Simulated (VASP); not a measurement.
Crystal: NaB12.

```xyz
13
Lattice="-3.0381 3.0381 3.0316 3.0381 -3.0381 3.0316 3.0381 3.0381 -3.0316" Properties=species:S:1:pos:R:3 pbc="T T T"
Na    0.0000    0.0000    3.0316
B     0.9685    2.1343    0.0000
B     2.0696    0.9038    3.0316
B     3.9419    0.9685    0.0000
B    -0.9038    2.0696    3.0316
B     2.0696   -0.9038    3.0316
B     0.9685    3.9419    0.0000
B     2.1343    0.9685    0.0000
B     0.9038    2.0696    3.0316
B     5.0535    0.0000    0.0000
B     1.0227    0.0000    0.0000
B     0.0000    5.0535    0.0000
B     0.0000    1.0227    0.0000
```

The cell was generated, and may not be a known phase.

```yaml
Program: VASP 6.6.1
Task: relaxation of cell and atoms
Functional: PBE
Potentials_or_basis: VASP PAW PBE potentials, release 64 (Na_pv, B)
Cutoff: 600 eV
k_mesh: 4 × 4 × 4
Occupations: gaussian, width 0.1 eV
Spin: no spin polarisation
```

At the start: pressure 46.7 GPa; volume 8.61 Å³/atom.

Question: How do energy, volume and symmetry change on relaxing?

Answer: Over 32 steps the energy falls by 408.8 meV/atom and the volume is 9.07 Å³/atom (+5.4 %); space group I4/mmm (No. 139, to 0.1 Å) before and after.

The path:
```csv
step,energy change (eV),largest force (eV/Å),pressure (GPa),volume (Å³)
1,0.0000,4.3194,46.71,111.93
2,-1.4820,2.7587,-17.67,156.66
3,-4.9851,1.2791,0.09,132.61
4,-4.9939,1.2948,1.00,131.92
5,-4.9956,1.3020,1.56,131.50
6,-4.8350,2.4330,-1.96,134.10
7,-5.0829,0.1741,-0.04,132.43
8,-5.0829,0.1457,-0.01,132.42
9,-5.0909,0.0180,-0.48,132.44
10,-5.0914,0.0623,-0.62,132.44
11,-5.0961,0.0757,-0.49,131.83
12,-5.1072,0.2783,-0.09,129.98
13,-5.1196,0.7726,0.77,126.30
14,-5.1199,0.7742,0.78,126.26
15,-5.1208,0.7792,0.79,126.15
16,-5.1226,0.7888,0.83,125.94
17,-5.1262,0.8074,0.90,125.51
18,-5.1331,0.8439,1.04,124.65
19,-5.1462,0.9160,1.32,122.92
20,-5.1587,1.0966,2.09,119.47
21,-5.1827,0.9720,2.12,118.50
22,-5.2224,0.7796,2.40,115.59
23,-5.2231,0.7622,2.51,114.97
24,-5.2457,0.6618,2.11,115.41
25,-5.2904,0.3640,0.99,116.75
26,-5.2798,0.7897,-0.83,119.45
27,-5.3019,0.3686,0.16,117.89
28,-5.3067,0.2573,-0.01,118.01
29,-5.3122,0.0604,-0.41,118.34
30,-5.3128,0.0334,-0.35,118.25
31,-5.3135,0.0407,-0.20,118.07
32,-5.3140,0.0205,-0.15,117.94
```

Final structure:
```
Na B
1.0
    -3.31877    3.31877    2.67690
     3.31877   -3.31877    2.67690
     3.31877    3.31877   -2.67690
Na B
1 12
Direct
  0.50000 0.50000 0.00000
  0.36915 0.15924 0.52840
  0.63085 0.84076 0.47160
  0.15924 0.63085 0.79009
  0.84076 0.36915 0.20991
  0.36915 0.84076 0.20991
  0.63085 0.15924 0.79009
  0.15924 0.36915 0.52840
  0.84076 0.63085 0.47160
  0.00000 0.82575 0.82575
  0.00000 0.17425 0.17425
  0.82575 0.00000 0.82575
  0.17425 0.00000 0.17425
```

Caveat: the k points lie up to 0.38 Å⁻¹ apart in the final cell, too coarse for converged energies and pressures of a metal; an odd number of electrons without spin polarisation forces a metal; a magnetic or distorted state may lie lower.
